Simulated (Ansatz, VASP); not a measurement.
**Ti in VASP and in Ansatz**

```
CELL_PARAMETERS angstrom
2.64160 0.00000 0.00000
0.00000 2.64160 0.00000
0.00000 0.00000 2.64160
ATOMIC_POSITIONS crystal
Ti 0.00000 0.00000 0.00000
```

Alike in both runs: functional PBE; k mesh 20 × 20 × 20; occupations gaussian, width 0.1 eV; no spin polarisation.

Ansatz relaxed the structure, and its values are those at the end. VASP's run is a single point on that final structure, the one shown.

|  | VASP | Ansatz |
| --- | --- | --- |
| version | VASP 6.6.1 | Ansatz 0.2.0 |
| potentials or method | VASP PAW PBE potentials, release 64 (Ti_sv), cutoff 520 eV | scalar-relativistic, plane waves, PAW |
| valence electrons in the cell | 12 | 12 |

|  | VASP | Ansatz | Ansatz less VASP |
| --- | --- | --- | --- |
| gap on the k mesh at the Fermi level (eV) | none | none | - |
| pressure (GPa) | -0.2 | 0.0 | +0.19 |

A gap of «none» marks a metal or a gap that the smearing closes.
